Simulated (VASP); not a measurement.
Write the native input for VASP 6.6.1 that does the following.

| Item | Value |
| --- | --- |
| Task | single point |
| Functional | PBE |
| Potentials or basis | VASP PAW PBE potentials, release 64 (O, B) |
| Cutoff | 520 eV |
| k mesh | 11 × 11 × 4 |
| Occupations | fermi-dirac, width 0.05 eV |
| Spin | no spin polarisation |
| Dipole correction | no |
| Further INCAR settings | ALGO = Normal; EDIFF = 1e-07; NBANDS = 21 |

The structure of B2O lies in POSCAR:

```
B2O
1.0
    2.8400898248      0.0000000000      0.0000000000
   -1.4200449124      2.4595899373      0.0000000000
    0.0000000000      0.0000000000      6.9566910193
O B
2 4
Direct
    0.3333333333      0.6666666667      0.6940000000
    0.6666666667      0.3333333333      0.3060000000
    0.3333333333      0.6666666667      0.9770000000
    0.6666666667      0.3333333333      0.0230000000
    0.0000000000      0.0000000000      0.6200000000
    0.0000000000      0.0000000000      0.3800000000
```

The input as run:

INCAR

```
PREC = Accurate
ENCUT = 520
EDIFF = 1E-7
ISMEAR = -1
SIGMA = 0.05
LREAL = False
LASPH = True
NELM = 80
ALGO = Normal
ISIF = 2
LWAVE = False
LCHARG = True
GGA = PE
LELF = True
LVHAR = True
NBANDS = 21
```

KPOINTS

```
regular mesh
0
Gamma
  11 11 4
```

Potentials or basis: VASP PAW PBE potentials, release 64 (O, B).

Run with:

```console
$ cat potpaw_PBE.64/O/POTCAR potpaw_PBE.64/B/POTCAR > POTCAR
$ mpirun -np 1 vasp_std > vasp.out
```

It gave:

| Property | Result |
| --- | --- |
| Pressure | -13.8 GPa |
| Largest force | 0.238 eV/Å |
| Band gap on the k mesh | zero (band 12 reaches 7.35 eV, above the bottom of band 13 at 6.04 eV) |

It took 30 s on 1 thread of Intel(R) Xeon(R) 6975P-C (Granite Rapids) (shared host), peak memory 0.19 GiB.
